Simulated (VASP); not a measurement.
# AlN (I4/mmm) in VASP: notebook

The runs below take AlN through dielectric tensor, G0W0 quasiparticle levels, with r2SCAN, PBE.

Program: VASP 6.6.1. These are calculated values, not measurements. Logs are shortened: lines on timing, memory, paths and dates and some standing lists are left out, and cuts for length are marked.

### 1 The cell of the first run

The structure is tetragonal, space group I4/mmm (No. 139). The conventional cell has a = 2.769 Å, b = 2.769 Å, c = 4.141 Å, α = 90.00°, β = 90.00°, γ = 90.00°. Al (site symmetry 4/mmm) has 6 N at 1.96 to 2.07 Å within 2.6 Å. Within 2.6 Å of N (site symmetry 4/mmm) lie 6 Al at 1.96 to 2.07 Å.

### 2 Dielectric tensor, r2SCAN (epitaxial xy strain -3.0%)

Contents of INCAR:

```
SYSTEM = AlN
PREC     = Accurate       ! precision mode
ENCUT    = 520            ! plane-wave cutoff, eV
EDIFF    = 1E-8           ! SCF threshold, eV
ISMEAR   = 0              ! smearing method
SIGMA    = 0.01           ! smearing width, eV
LREAL    = .False.        ! projectors in reciprocal space
LASPH    = .True.         ! aspherical terms in the spheres
NELM     = 100            ! most SCF steps
ALGO     = Normal         ! electronic algorithm
ISIF     = 2              ! what is computed and relaxed
LWAVE    = .False.        ! write WAVECAR
LCHARG   = .False.        ! write CHGCAR
METAGGA  = R2SCAN         ! meta-GGA
LMIXTAU  = .True.       
LCALCEPS = .True.
```

Contents of KPOINTS:

```
regular mesh
0
Gamma
  10 10 10
  0 0 0
```

Contents of POSCAR:

```
AlN
1.0
    0.0000000000      1.9583023986      2.0704327721
    1.9583023986      0.0000000000      2.0704327721
    1.9583023986      1.9583023986      0.0000000000
Al N
1 1
Direct
    0.0000000000      0.0000000000      0.0000000000
    0.5000000000      0.5000000000      0.5000000000
```

Potentials or basis: VASP PAW PBE potentials, release 64 (Al, N).

Started as:

```sh
$ cat potpaw_PBE.64/Al/POTCAR potpaw_PBE.64/N/POTCAR > POTCAR
$ mpirun -np 1 vasp_std > vasp.out
```

OUTCAR:

```text
SYSTEM = AlN
   PREC = Accurate
   ENCUT = 520
   EDIFF = 1E-8
   ISMEAR = 0
   LREAL = .False.
   LASPH = .True.
   NELM = 100
   ISIF = 2
   METAGGA = R2SCAN

 ion  position               nearest neighbor table
   1  0.000  0.000  0.000-   2 1.96   2 1.96   2 1.96   2 1.96   2 2.07   2 2.07
   2  0.500  0.500  0.500-   1 1.96   1 1.96   1 1.96   1 1.96   1 2.07   1 2.07

  LATTYP: Found a body centered tetragonal cell.
 ALAT       =     2.7694578113
 C/A-ratio  =     1.4951899709

  Lattice vectors:

 A1 = (  -1.9583023986,   0.0000000000,   2.0704327721)
 A2 = (   1.9583023986,   0.0000000000,   2.0704327721)
 A3 = (   0.0000000000,   1.9583023986,  -2.0704327721)

Analysis of symmetry for initial positions (statically):
=====================================================================
 Subroutine PRICEL returns:
 Original cell was already a primitive cell.

 Routine SETGRP: Setting up the symmetry group for a
 body centered tetragonal supercell.

 Subroutine GETGRP returns: Found 16 space group operations
 (whereof 16 operations were pure point group operations)
 out of a pool of 16 trial point group operations.

The static configuration has the point symmetry D_4h.

Analysis of symmetry for dynamics (positions and initial velocities):
=====================================================================
 Subroutine PRICEL returns:
 Original cell was already a primitive cell.

 Routine SETGRP: Setting up the symmetry group for a
 body centered tetragonal supercell.

 Subroutine GETGRP returns: Found 16 space group operations
 (whereof 16 operations were pure point group operations)
 out of a pool of 16 trial point group operations.

The dynamic configuration has the point symmetry D_4h.

 Subroutine INISYM returns: Found 16 space group operations
 (whereof 16 operations are pure point group operations),
 and found     1 'primitive' translations

----------------------------------------------------------------------------------------

                                     Primitive cell

  volume of cell :      15.8800

  direct lattice vectors                    reciprocal lattice vectors
     0.000000000  1.958302399  2.070432772    -0.255323182  0.255323182  0.241495405
     1.958302399  0.000000000  2.070432772     0.255323182 -0.255323182  0.241495405
     1.958302399  1.958302399  0.000000000     0.255323182  0.255323182 -0.241495405

  length of vectors
     2.849849145  2.849849145  2.769457811     0.434396000  0.434396000  0.434396000

  position of ions in fractional coordinates (direct lattice)
     0.000000000  0.000000000  0.000000000
     0.500000000  0.500000000  0.500000000

  ion indices of the primitive-cell ions
   primitive index   ion index
                 1           1
                 2           2

----------------------------------------------------------------------------------------

 KPOINTS: regular mesh

Automatic generation of k-mesh.
 Grid dimensions read from file:
 generate k-points for:   10   10   10

 Generating k-lattice:

  Cartesian coordinates                     Fractional coordinates (reciprocal lattice)
    -0.025532318  0.025532318  0.024149540     0.100000000  0.000000000  0.000000000
     0.025532318 -0.025532318  0.024149540     0.000000000  0.100000000  0.000000000
     0.025532318  0.025532318 -0.024149540    -0.000000000 -0.000000000  0.100000000

  Length of vectors
     0.043439600  0.043439600  0.043439600

  Shift w.r.t. Gamma in fractional coordinates (k-lattice)
     0.000000000  0.000000000  0.000000000

 Subroutine IBZKPT returns following result:
 ===========================================

 Found    102 irreducible k-points:

 Following reciprocal coordinates:
            Coordinates               Weight
  0.000000  0.000000  0.000000      1.000000
  0.100000  0.000000  0.000000      8.000000
  0.200000  0.000000  0.000000      8.000000
  0.300000  0.000000  0.000000      8.000000
  0.400000  0.000000  0.000000      8.000000
  0.500000  0.000000  0.000000      4.000000
[... 16 lines left out ...]
  0.300000  0.300000  0.000000      2.000000
  0.400000  0.300000  0.000000      8.000000
 [... further k-points ...]
   k-points           NKPTS =    102   k-points in BZ     NKDIM =    102   number of bands    NBANDS=      8
   number of dos      NEDOS =    301   number of ions     NIONS =      2
   total plane-waves  NPLWV =  13824
   dimension x,y,z NGX =    24 NGY =   24 NGZ =   24
   dimension x,y,z NGXF=    48 NGYF=   48 NGZF=   48
   ions per type =               1   1
   NGX,Y,Z   is equivalent  to a cutoff of  14.00, 14.00, 14.41 a.u.
   NGXF,Y,Z  is equivalent  to a cutoff of  28.00, 28.00, 28.81 a.u.
 SYSTEM =  AlN
   PREC   = accura    normal or accurate (medium, high low for compatibility)
   ISTART =      0    job   : 0-new  1-cont  2-samecut
   ICHARG =      2    charge: 1-file 2-atom 10-const
   ISPIN  =      1    spin polarized calculation?
   LNONCOLLINEAR =      F non collinear calculations
   LSORBIT =      F    spin-orbit coupling
   LASPH  =      T    aspherical Exc in radial PAW
   ENCUT  =  520.0 eV  38.22 Ry    6.18 a.u.   5.30  5.30  5.15*2*pi/ulx,y,z
   NELM   =    100;   NELMIN=  2; NELMDL= -5     # of ELM steps
   EDIFF  = 0.1E-07   stopping-criterion for ELM
   LREAL  =      F    real-space projection
   EDIFFG = 0.1E-06   stopping-criterion for IOM
   NSW    =      0    number of steps for IOM
   IBRION =     -1    ionic relax: 0-MD 1-quasi-New 2-CG
   NFREE  =      0    steps in history (QN), initial steepest desc. (CG)
   ISIF   =      2    stress and relaxation
   ISYM   =      2    0-nonsym 1-usesym 2-fastsym
   POTIM  = 0.5000    time-step for ionic-motion
   TEBEG  =    0.0;   TEEND  =   0.0 temperature during run
   PSTRESS=    0.0 pullay stress
   NELECT =       8.0000    total number of electrons
   NUPDOWN=      -1.0000    fix difference up-down
   EMIN   =  10.00;   EMAX   =-10.00  energy-range for DOS
   EFERMI =   0.00;   METHOD = LEGACY
   ISMEAR =     0;   SIGMA  =   0.01  broadening in eV -4-tet -1-fermi 0-gaus
   EFERMI_NEDOS =   21; number of points for ismear=-14 and -15
   IALGO  =     38    algorithm
   IMIX   =      4    mixing-type and parameters
     AMIX     =   0.40;   BMIX     =  1.00
     AMIX_MAG =   1.60;   BMIX_MAG =  1.00
  volume/ion in A,a.u.               =       7.94        53.58
  Fermi-wavevector in a.u.,A,eV,Ry     =   1.302631  2.461615 23.086998  1.696847
  Thomas-Fermi vector in A             =   2.433686
   LORBIT       =      0    0 simple, 1 ext, 2 COOP (PROOUT), +10 PAW based schemes
   METAGGA = R2SCAN    functional components
   LHFCALC =     F    Hartree Fock is set to
   AEXX    =    0.0000 exact exchange contribution
   IVDW    =     0    specifies the selected vdW correction
   LEPSILON=     F    determine dielectric tensor
   LRPA    =     F    only Hartree local field effects (RPA)
   LRPA       =     F
 non-spin polarized calculation
 Gauss-broadening in eV      SIGMA  =   0.01
  energy-cutoff  :      520.00
  volume of cell :       15.88
 maximum number of plane-waves:       440
 NGX is ok and might be reduce to    24
   NGX = 11   NGY = 11   NGZ = 11

 Total electronic dipole moment: p[elc]=(    -0.00000    -0.00000    -0.00000 ) |e| Angst

 number of electron       7.9999999 magnetization

 Free energy of the ion-electron system (eV)
  ---------------------------------------------------
  ext. energy  EPLUGINS =         0.00000000
  ---------------------------------------------------
  free energy    TOTEN  =       -18.84551394 eV

  energy without entropy =      -18.84551394  energy(sigma->0) =      -18.84551394

 E-fermi :  10.5674     XC(G=0): -13.0727

 val. band max:       10.5219413278   @ k =   0.0000   0.0000   0.0000
 cond. band min:   10000.0000000000   @ k =   0.0000   0.0000   0.0000
 fundamental gap:   9989.4780586722
 Fermi energy:        10.5673939543

 k-point     1 :       0.0000    0.0000    0.0000
  band No.  band energies     occupation
      1      -8.4909      2.00000
      2      10.1569      2.00000
      3      10.1569      2.00000
      4      10.5219      2.00000
      5   10000.0000      0.00000
      6   10000.0000      0.00000
      7   10000.0000      0.00000
      8   10000.0000      0.00000
[... 243 lines left out ...]
 k-point    24 :       0.4000    0.3000    0.0000
  band No.  band energies     occupation
      1      -5.5541      2.00000
      2       4.0375      2.00000
      3       7.4214      2.00000
      4       8.0657      2.00000
      5   10000.0000      0.00000
      6   10000.0000      0.00000
      7   10000.0000      0.00000
      8   10000.0000      0.00000

 [... further k-points ...]

------------------------ aborting loop because EDIFF is reached ----------------------------------------

            Ionic dipole moment: p[ion]=(    -9.79151    -9.79151   -10.35216 ) |e| Angst

 Total electronic dipole moment: p[elc]=(     0.00000     0.00000     0.00334 ) |e| Angst

 MACROSCOPIC STATIC DIELECTRIC TENSOR (including local field effects)
 ------------------------------------------------------
           4.551581     0.000000     0.000000
          -0.000000     4.551581     0.000000
           0.000000     0.000000     4.808695
 ------------------------------------------------------

 PIEZOELECTRIC TENSOR (including local field effects) (e Angst)
          XX          YY          ZZ          XY          YZ          ZX
  --------------------------------------------------------------------------------
  x     0.00000     0.00000     0.00000     0.00000     0.00000     0.00000
  y     0.00000     0.00000     0.00000     0.00000     0.00000     0.00000
  z     0.00000     0.00000     0.00000     0.00000     0.00000     0.00000

 PIEZOELECTRIC TENSOR (including local field effects) (C/m^2)
          XX          YY          ZZ          XY          YZ          ZX
  --------------------------------------------------------------------------------
  x     0.00000     0.00000     0.00000     0.00000     0.00000     0.00000
  y     0.00000     0.00000     0.00000     0.00000     0.00000     0.00000
  z     0.00000     0.00000     0.00000     0.00000     0.00000     0.00000

 BORN EFFECTIVE CHARGES (including local field effects) (in |e|, cummulative output)
 ---------------------------------------------------------------------------------
 ion    1
    1     2.87669     0.00000     0.00000
    2    -0.00000     2.87669     0.00000
    3     0.00000     0.00000     2.96526
 ion    2
    1    -2.87669    -0.00000    -0.00000
    2     0.00000    -2.87669     0.00000
    3    -0.00000    -0.00000    -2.96526

  FORCE on cell =-STRESS in cart. coord.  units (eV):
  Direction    XX          YY          ZZ          XY          YZ          ZX
  --------------------------------------------------------------------------------------
  -------------------------------------------------------------------------------------
  Total        1.7493725      1.7493725     -0.0992941      0.0000000     -0.0000000      0.0000000
  in kB      176.4989985    176.4989985    -10.0180577      0.0000000     -0.0000000      0.0000000
  external PRESSURE =     114.3266464 kB  Pullay stress =       0.0000000 kB

 VOLUME and BASIS-vectors are now :
 -----------------------------------------------------------------------------
  energy-cutoff  :      520.00
  volume of cell :       15.88
      direct lattice vectors                 reciprocal lattice vectors
     0.000000000  1.958302399  2.070432772    -0.255323182  0.255323182  0.241495405
     1.958302399  0.000000000  2.070432772     0.255323182 -0.255323182  0.241495405
     1.958302399  1.958302399  0.000000000     0.255323182  0.255323182 -0.241495405

 POSITION                                       TOTAL-FORCE (eV/Angst)
 -----------------------------------------------------------------------------------
      0.00000      0.00000      0.00000        -0.000000     -0.000000      0.000000
      1.95830      1.95830      2.07043         0.000000      0.000000      0.000000
 -----------------------------------------------------------------------------------
    total drift:                               -0.000000     -0.000000      0.000000

  FREE ENERGIE OF THE ION-ELECTRON SYSTEM (eV)
  ---------------------------------------------------
  free  energy   TOTEN  =       -18.8455139412 eV

  energy  without entropy=      -18.8455139412  energy(sigma->0) =      -18.84551394
```

Run time: 14 min. Hardware: 1 thread of Intel Xeon 6975P-C (Granite Rapids), shared host; peak memory 0.38 GiB.

Results:

```
Band gap on the k mesh                  : 5.51 eV (least direct gap 6.81 eV)
Electronic dielectric tensor (diagonal) : 4.55, 4.55, 4.81
Born charges (mean of the diagonal)     : Al +2.91; N -2.91 e
```

Levels at points of the mesh, in eV from the valence-band top:
```csv
k point,band 2,band 3,band 4,band 5,band 6,band 7
"(0.00, 0.00, 0.00)",-0.37,-0.37,0.00,6.81,12.31,13.12
"(0.50, 0.00, 0.00)",-8.94,-1.61,-1.35,6.82,11.55,12.72
"(0.50, 0.50, 0.00)",-8.22,-2.94,-2.94,6.06,6.11,15.17
"(0.50, 0.00, 0.50)",-7.97,-3.75,-3.00,5.51,5.53,15.87
```

Electronic dielectric tensor:
```
4.55 0.00 0.00
0.00 4.55 0.00
0.00 0.00 4.81
```

Born effective charge tensors (e):
atom 1, Al
```
2.88 0.00 0.00
0.00 2.88 0.00
0.00 0.00 2.97
```
atom 2, N
```
-2.88  0.00  0.00
 0.00 -2.88  0.00
 0.00  0.00 -2.97
```

Dipole moments of the cell (e·Å, modulo the quantum): ionic -9.792, -9.792, -10.352; electronic 0.000, 0.000, 0.003

Caveat: the cell differs from its parent crystal (epitaxial xy strain -3.0%); the PAW data sets were made with another functional, which shifts forces and pressure a little. A k mesh can miss the band edges.

[end of part 1 of 2]
